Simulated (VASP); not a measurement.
Here is a VASP 6.6.1 calculation.

The input INCAR:

```
SYSTEM = SnRu4
PREC = Accurate
ENCUT = 600
EDIFF = 1E-6
ISMEAR = 0
SIGMA = 0.1
LREAL = .FALSE.
LASPH = .TRUE.
NELM = 100
ALGO = Fast
ISIF = 3
LWAVE = .FALSE.
LCHARG = .FALSE.
GGA = PE
IBRION = 2
NSW = 100
EDIFFG = -0.01
```

Contents of KPOINTS:

```
regular mesh
0
G
  6 6 14
  0 0 0
```

POSCAR

```
SnRu4
1.0
    6.1810363794      0.0000000000      0.0000000000
    0.0000000000      6.1810363794      0.0000000000
    0.0000000000      0.0000000000      2.6596367876
Sn Ru
1 4
Direct
    0.5000000000      0.5000000000      0.5000000000
    0.1867411012      0.1867411012      0.5000000000
    0.8132588988      0.8132588988      0.5000000000
    0.1867411012      0.8132588988      0.5000000000
    0.8132588988      0.1867411012      0.5000000000
```

Potentials or basis: VASP PAW PBE potentials, release 64 (Sn_d, Ru_pv).

Run with:

```bash
$ cat potpaw_PBE.64/Sn_d/POTCAR potpaw_PBE.64/Ru_pv/POTCAR > POTCAR
$ mpirun -np 1 vasp_std > vasp.out
```

(1) Predict the relaxed cell.

(2) Estimate the space group after relaxing (to 0.1 Å).

## Answers

(1) a = 6.165 Å, b = 6.165 Å, c = 2.675 Å, α = 90.00°, β = 90.00°, γ = 90.00°.

(2) P4/mmm (No. 123).
